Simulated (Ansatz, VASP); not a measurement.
Ru in VASP and in Ansatz

Contents of INCAR:

```
PREC     = Accurate       # precision mode
ENCUT    = 520            # plane-wave cutoff, eV
EDIFF    = 1E-6           # SCF threshold, eV
ISMEAR   = -1             # smearing method
SIGMA    = 0.06           # smearing width, eV
LREAL    = F              # projectors in reciprocal space
LASPH    = T              # aspherical terms in the spheres
NELM     = 80             # most SCF steps
ALGO     = Normal         # electronic algorithm
ISIF     = 2              # what is computed and relaxed
LWAVE    = F              # write WAVECAR
LCHARG   = F              # write CHGCAR
GGA      = PE             # functional
NBANDS   = 21             # bands
```

File KPOINTS:

```
regular mesh
0
Gamma
  6 6 3
```

POSCAR

```
Ru
1.0
    2.7058000000      0.0000000000      0.0000000000
   -1.3529000000      2.3432915376      0.0000000000
    0.0000000000      0.0000000000      4.2819000000
Ru
2
Direct
    0.6666666667      0.3333333333      0.7500000000
    0.3333333333      0.6666666667      0.2500000000
```

File input.yaml:

```yaml
crystal:
  lattice:
    - [2.7058, 0.0, 0.0]
    - [-1.3529, 2.3432915376, 0.0]
    - [0.0, 0.0, 4.2819]
  atoms:
    - { symbol: Ru, position: [0.6666666667, 0.3333333333, 0.75] }
    - { symbol: Ru, position: [0.3333333333, 0.6666666667, 0.25] }
kpoints:
  mp_grid: { grid: [6, 6, 3] }
scf:
  occupations: { method: fermi_dirac, width: 0.06 }
hamiltonian:
  xc: pbe
  pseudopotentials: { kind: all_electron, lapw: { basis_error: 0.004 } }
output:
  forces: true
  stress: true
  eigenvalues: true
```

Alike in both runs: task single point; functional PBE; k mesh 6 × 6 × 3; occupations fermi-dirac, width 0.06 eV; no spin polarisation.

|  | VASP | Ansatz |
| --- | --- | --- |
| version | VASP 6.6.1 | Ansatz 0.2.0 |
| potentials or method | VASP PAW PBE potentials, release 64 (Ru_pv), cutoff 520 eV | all-electron LAPW, scalar-relativistic |

```tsv
	VASP	Ansatz	Ansatz less VASP
gap on the k mesh at the Fermi level (eV)	none	none	-
pressure (GPa)	5.3	5.3	+0.04
traceless stress, the component that is largest in VASP (GPa)	-3.28	-3.32	-0.036
```

A gap of «none» marks a metal or a gap that the smearing closes. Ansatz ran all-electron here, and VASP with PAW potentials.

The k mesh is coarse, so the values compare programs but aren't converged. Noted on Ansatz's run: the k mesh is thin for a metal, which can move the energy by tens of meV per atom.
